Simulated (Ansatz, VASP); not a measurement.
One calculation of Pd, two programs

```xyz
1
Lattice="2.6000 0.0000 0.0000 0.0000 2.6000 0.0000 0.0000 0.0000 2.6000" Properties=species:S:1:pos:R:3 pbc="T T T"
Pd    0.0000    0.0000    0.0000
```

Alike in both runs: task single point; functional PBEsol; k mesh 14 × 14 × 14; occupations fermi-dirac, width 0.05 eV; collinear spin.

|  | VASP | Ansatz |
| --- | --- | --- |
| version | VASP 6.6.1 | Ansatz 0.2.0 |
| potentials or method | VASP PAW PBE potentials, release 64 (Pd), cutoff 520 eV | plane waves (420 eV) with PAW, scalar-relativistic |
| valence electrons in the cell | 10 | 18 |

|  | VASP | Ansatz | Ansatz less VASP |
| --- | --- | --- | --- |
| pressure (GPa) | -5.6 | -5.2 | +0.32 |
| net moment per atom (μB) | 0.00 | 0.00 | 0.000 |

VASP's potentials were made for PBE, not for PBEsol, and Ansatz warns of the same on its side. VASP's potentials hold 10 valence electrons a cell and Ansatz's 18, so a difference there can come from the potentials and not from the codes. Ansatz's warnings: seeded moment not kept.
